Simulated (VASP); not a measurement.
# NaH (Imm2) in VASP: single point with HSE06

Aim: the single point of NaH with HSE06.

Everything below comes from runs of VASP 6.6.1. Logs are shortened: lines on timing, memory, paths and dates and some standing lists are left out, and cuts for length are marked.

### Step 1. The cell of the first run

The structure is orthorhombic, space group Imm2 (No. 44). The conventional cell has a = 3.650 Å, b = 3.695 Å, c = 5.194 Å, α = 90.00°, β = 90.00°, γ = 90.00°. Within 3.0 Å of Na (site symmetry mm2) lie 4 H at 2.25 Å. H (site symmetry mm2) has 4 Na at 2.25 Å within 3.0 Å.

### Step 2. Single point, HSE06 (shear xy strain +1.2%)

File POSCAR:

```
NaH
1.0
    0.0158412185      2.5969210614      2.5969210614
    2.5969210614      0.0158412185      2.5969210614
    2.6127622799      2.6127622799      0.0000000000
Na H
1 1
Direct
    0.0011834527      0.0011834527     -0.0011834527
    0.2488165473      0.2488165473      0.2511834527
```

File INCAR.step1:

```
  ALGO = Normal
  EDIFF = 1E-5
  ENCUT = 520
  GGA = PE
  ISIF = 2
  ISMEAR = 0
  LASPH = T
  LCHARG = F
  LREAL = F
  LWAVE = T
  NBANDS = 11
  NELM = 60
  PREC = Accurate
  SIGMA = 0.01
```

File INCAR.step2:

```
  ALGO = Normal
  EDIFF = 1E-7
  ENCUT = 520
  GGA = PE
  HFSCREEN = 0.2079
  ISIF = 2
  ISMEAR = 0
  ISTART = 1
  LASPH = T
  LCHARG = F
  LHFCALC = T
  LREAL = F
  LWAVE = F
  NBANDS = 11
  NELM = 60
  PREC = Accurate
  PRECFOCK = Normal
  SIGMA = 0.01
```

File KPOINTS:

```
k-points
0
Gamma
  6 6 6
```

Potentials or basis: VASP PAW PBE potentials, release 64 (Na_pv, H).

Run with:

```sh
> cat potpaw_PBE.64/Na_pv/POTCAR potpaw_PBE.64/H/POTCAR > POTCAR
> cp INCAR.step1 INCAR
> mpirun -np 1 vasp_std > vasp.out
> cp INCAR.step2 INCAR
> mpirun -np 1 vasp_std > vasp.out
```

OUTCAR:

```text
EDIFF = 1E-7
   ENCUT = 520
   GGA = PE
   HFSCREEN = 0.2079
   ISIF = 2
   ISMEAR = 0
   ISTART = 1
   LASPH = T
   LHFCALC = T
   LREAL = F
   NELM = 60
   PREC = Accurate
   PRECFOCK = Normal

 ion  position               nearest neighbor table
   1  0.001  0.001  0.999-
   2  0.249  0.249  0.251-

  LATTYP: Found a body centered orthorhombic cell.
 ALAT       =     3.6501981194
 B/A-ratio  =     1.0122748768
 C/A-ratio  =     1.4228932110

  Lattice vectors:

 A1 = (   2.5969210614,   0.0158412185,  -2.5969210614)
 A2 = (  -2.5969210614,  -0.0158412185,  -2.5969210614)
 A3 = (   0.0158412185,   2.5969210614,   2.5969210614)

Analysis of symmetry for initial positions (statically):
=====================================================================
 Subroutine PRICEL returns:
 Original cell was already a primitive cell.

 Routine SETGRP: Setting up the symmetry group for a
 body centered orthorhombic supercell.

 Subroutine GETGRP returns: Found  4 space group operations
 (whereof  4 operations were pure point group operations)
 out of a pool of  8 trial point group operations.

The static configuration has the point symmetry C_2v.

Analysis of symmetry for dynamics (positions and initial velocities):
=====================================================================
 Subroutine PRICEL returns:
 Original cell was already a primitive cell.

 Routine SETGRP: Setting up the symmetry group for a
 body centered orthorhombic supercell.

 Subroutine GETGRP returns: Found  4 space group operations
 (whereof  4 operations were pure point group operations)
 out of a pool of  8 trial point group operations.

The dynamic configuration has the point symmetry C_2v.

 Subroutine INISYM returns: Found  4 space group operations
 (whereof  4 operations are pure point group operations),
 and found     1 'primitive' translations

----------------------------------------------------------------------------------------

                                     Primitive cell

  volume of cell :      35.0260

  direct lattice vectors                    reciprocal lattice vectors
     0.015841219  2.596921061  2.596921061    -0.193717370  0.193717370  0.192535694
     2.596921061  0.015841219  2.596921061     0.193717370 -0.193717370  0.192535694
     2.612762280  2.612762280  0.000000000     0.191368348  0.191368348 -0.192535694

  length of vectors
     3.672635150  3.672635150  3.695003851     0.334847477  0.334847477  0.332135037

  position of ions in fractional coordinates (direct lattice)
     0.001183453  0.001183453  0.998816547
     0.248816547  0.248816547  0.251183453

  ion indices of the primitive-cell ions
   primitive index   ion index
                 1           1
                 2           2

----------------------------------------------------------------------------------------

 KPOINTS: k-points

Automatic generation of k-mesh.
 Grid dimensions read from file:
 generate k-points for:    6    6    6

 Generating k-lattice:

  Cartesian coordinates                     Fractional coordinates (reciprocal lattice)
    -0.032286228  0.032286228  0.032089282     0.166666667  0.000000000  0.000000000
     0.032286228 -0.032286228  0.032089282     0.000000000  0.166666667  0.000000000
     0.031894725  0.031894725 -0.032089282     0.000000000  0.000000000  0.166666667

  Length of vectors
     0.055807913  0.055807913  0.055355839

  Shift w.r.t. Gamma in fractional coordinates (k-lattice)
     0.000000000  0.000000000  0.000000000

 Subroutine IBZKPT returns following result:
 ===========================================

 Found     46 irreducible k-points:

 Following reciprocal coordinates:
            Coordinates               Weight
  0.000000  0.000000  0.000000      1.000000
  0.166667 -0.000000  0.000000      4.000000
  0.333333  0.000000  0.000000      4.000000
  0.500000 -0.000000  0.000000      2.000000
  0.166667  0.166667  0.000000      2.000000
  0.333333  0.166667  0.000000      4.000000
[... 16 lines left out ...]
 -0.166667  0.333333  0.166667      4.000000
  0.500000  0.500000  0.166667      4.000000
 [... further k-points ...]
   k-points           NKPTS =     46   k-points in BZ     NKDIM =    216   number of bands    NBANDS=     11
   number of dos      NEDOS =    301   number of ions     NIONS =      2
   total plane-waves  NPLWV =  21952
   dimension x,y,z NGX =    28 NGY =   28 NGZ =   28
   dimension x,y,z NGXF=    56 NGYF=   56 NGZF=   56
   ions per type =               1   1
   NGX,Y,Z   is equivalent  to a cutoff of  12.67, 12.67, 12.60 a.u.
   NGXF,Y,Z  is equivalent  to a cutoff of  25.35, 25.35, 25.20 a.u.
 SYSTEM =  unknown system
   PREC   = accura    normal or accurate (medium, high low for compatibility)
   ISTART =      1    job   : 0-new  1-cont  2-samecut
   ICHARG =      0    charge: 1-file 2-atom 10-const
   ISPIN  =      1    spin polarized calculation?
   LNONCOLLINEAR =      F non collinear calculations
   LSORBIT =      F    spin-orbit coupling
   LASPH  =      T    aspherical Exc in radial PAW
   ENCUT  =  520.0 eV  38.22 Ry    6.18 a.u.   6.83  6.83  6.87*2*pi/ulx,y,z
   NELM   =     60;   NELMIN=  2; NELMDL=  0     # of ELM steps
   EDIFF  = 0.1E-06   stopping-criterion for ELM
   LREAL  =      F    real-space projection
   EDIFFG = 0.1E-05   stopping-criterion for IOM
   NSW    =      0    number of steps for IOM
   IBRION =     -1    ionic relax: 0-MD 1-quasi-New 2-CG
   NFREE  =      0    steps in history (QN), initial steepest desc. (CG)
   ISIF   =      2    stress and relaxation
   ISYM   =      3    0-nonsym 1-usesym 2-fastsym
   POTIM  = 0.5000    time-step for ionic-motion
   TEBEG  =    0.0;   TEEND  =   0.0 temperature during run
   PSTRESS=    0.0 pullay stress
   NELECT =       8.0000    total number of electrons
   NUPDOWN=      -1.0000    fix difference up-down
   EMIN   =  10.00;   EMAX   =-10.00  energy-range for DOS
   EFERMI =   0.00;   METHOD = LEGACY
   ISMEAR =     0;   SIGMA  =   0.01  broadening in eV -4-tet -1-fermi 0-gaus
   EFERMI_NEDOS =   21; number of points for ismear=-14 and -15
   IALGO  =     38    algorithm
   IMIX   =      1    mixing-type and parameters
     AMIX     =   0.40;   BMIX     =  1.00
     AMIX_MAG =   1.60;   BMIX_MAG =  1.00
  volume/ion in A,a.u.               =      17.51       118.18
  Fermi-wavevector in a.u.,A,eV,Ry     =   1.000710  1.891067 13.625146  1.001420
  Thomas-Fermi vector in A             =   2.133084
   LORBIT       =      0    0 simple, 1 ext, 2 COOP (PROOUT), +10 PAW based schemes
   GGA     = PE    functional components
   LHFCALC =     T    Hartree Fock is set to
   PRECFOCK=normal    Normal, Fast or Accurate (Low or Medium for compatibility)
   ENCUT4O =  -1.0   cutoff for four orbital integrals eV
   NKREDX  =     1    reduce k-point grid by
   NKREDY  =     1    reduce k-point grid by
   NKREDZ  =     1    reduce k-point grid by
   AEXX    =    0.2500 exact exchange contribution
   HFSCREEN=    0.2079 screening length (either q_TF or 0.3 A-1)
   HFSCREENC=   0.2079 screening length for correlation (either q_TF or 0.3 A-1)
   ENCUTFOCK=  -1.0 apply spherical cutoff to Coloumb kernel
   IVDW    =     0    specifies the selected vdW correction
   LEPSILON=     F    determine dielectric tensor
   LRPA    =     F    only Hartree local field effects (RPA)
 non-spin polarized calculation
 Gauss-broadening in eV      SIGMA  =   0.01
  energy-cutoff  :      520.00
  volume of cell :       35.03
 maximum number of plane-waves:       955
  NGX = 24; NGY = 24; NGZ = 24

 number of electron       8.0000007 magnetization

 Free energy of the ion-electron system (eV)
  ---------------------------------------------------
  ext. energy  EPLUGINS =         0.00000000
  ---------------------------------------------------
  free energy    TOTEN  =        -5.65374537 eV

  energy without entropy =       -5.65374537  energy(sigma->0) =       -5.65374537

 E-fermi :  -2.5644     XC(G=0):  -5.7973

 val. band max:       -2.6591251957   @ k =  -0.3333   0.1667   0.5000
 cond. band min:       1.9445447636   @ k =   0.0000   0.0000   0.5000
 fundamental gap:      4.6036699593
 Fermi energy:        -2.5643566869

 k-point     1 :       0.0000    0.0000    0.0000
  band No.  band energies     occupation
      1     -26.8962      2.00000
      2     -26.8957      2.00000
      3     -26.8951      2.00000
      4      -5.7022      2.00000
      5       6.8948      0.00000
      6      11.9696      0.00000
      7      12.0874      0.00000
      8      12.2107      0.00000
      9      14.6230      0.00000
     10      14.7645      0.00000
     11      14.9034      0.00000

 k-point     2 :       0.1667   -0.0000    0.0000
  band No.  band energies     occupation
      1     -26.9075      2.00000
      2     -26.8973      2.00000
      3     -26.8965      2.00000
      4      -5.2750      2.00000
      5       5.6847      0.00000
      6      10.9018      0.00000
      7      11.5666      0.00000
      8      11.7089      0.00000
      9      15.2544      0.00000
     10      15.3321      0.00000
     11      15.6066      0.00000

 k-point     3 :       0.3333    0.0000    0.0000
  band No.  band energies     occupation
      1     -26.9300      2.00000
      2     -26.9003      2.00000
      3     -26.8993      2.00000
      4      -4.1791      2.00000
      5       3.3269      0.00000
      6       9.7157      0.00000
      7      11.2279      0.00000
      8      11.3394      0.00000
      9      13.5782      0.00000
     10      13.6540      0.00000
     11      14.8723      0.00000
[... 267 lines left out ...]
 k-point    23 :      -0.1667    0.3333    0.1667
  band No.  band energies     occupation
      1     -26.9308      2.00000
      2     -26.9125      2.00000
      3     -26.9041      2.00000
      4      -3.3901      2.00000
      5       3.5165      0.00000
      6       6.5841      0.00000
      7       8.0235      0.00000
      8      11.6138      0.00000
      9      14.1404      0.00000
     10      14.6371      0.00000
     11      17.9318      0.00000

 k-point    24 :       0.5000    0.5000    0.1667
  band No.  band energies     occupation
      1     -26.9341      2.00000
      2     -26.9127      2.00000
      3     -26.9085      2.00000
      4      -2.9553      2.00000
      5       3.5349      0.00000
      6       5.6324      0.00000
      7       8.7133      0.00000
      8       8.8911      0.00000
      9      13.1085      0.00000
     10      17.7530      0.00000
     11      18.8681      0.00000

 [... further k-points ...]

------------------------ aborting loop because EDIFF is reached ----------------------------------------

  FORCE on cell =-STRESS in cart. coord.  units (eV):
  Direction    XX          YY          ZZ          XY          YZ          ZX
  --------------------------------------------------------------------------------------
  -------------------------------------------------------------------------------------
  Total        0.0132459      0.0132459      0.0125813     -0.0368020      0.0000000      0.0000000
  in kB        0.6058999      0.6058999      0.5755018     -1.6834185      0.0000000      0.0000000
  external PRESSURE =       0.5957672 kB  Pullay stress =       0.0000000 kB

 VOLUME and BASIS-vectors are now :
 -----------------------------------------------------------------------------
  energy-cutoff  :      520.00
  volume of cell :       35.03
      direct lattice vectors                 reciprocal lattice vectors
     0.015841219  2.596921061  2.596921061    -0.193717370  0.193717370  0.192535694
     2.596921061  0.015841219  2.596921061     0.193717370 -0.193717370  0.192535694
     2.612762280  2.612762280  0.000000000     0.191368348  0.191368348 -0.192535694

 POSITION                                       TOTAL-FORCE (eV/Angst)
 -----------------------------------------------------------------------------------
      2.61276      2.61276      0.00615         0.000000      0.000000     -0.000446
      1.30638      1.30638      1.29231        -0.000000     -0.000000      0.000446
 -----------------------------------------------------------------------------------
    total drift:                                0.000001      0.000001     -0.000342

  FREE ENERGIE OF THE ION-ELECTRON SYSTEM (eV)
  ---------------------------------------------------
  free  energy   TOTEN  =        -5.6537453708 eV

  energy  without entropy=       -5.6537453708  energy(sigma->0) =       -5.65374537
```

Run time: 32 min. Hardware: 1 thread of Intel Xeon Platinum 8259CL at 2.50GHz (Skylake/Cascade Lake), shared host; peak memory 0.27 GiB.

What came out:

```yaml
Free_energy: -5.6537 eV
Pressure: 0.1 GPa
Band_gap_on_the_k_mesh: 4.60 eV (least direct gap 5.37 eV)
```

Caveat: the cell differs from its parent crystal (shear xy strain +1.2%); the structure was generated, so it needn't be the stable form of NaH; the PAW data sets were made with another functional, which shifts forces and pressure a little. A k mesh can miss the band edges.
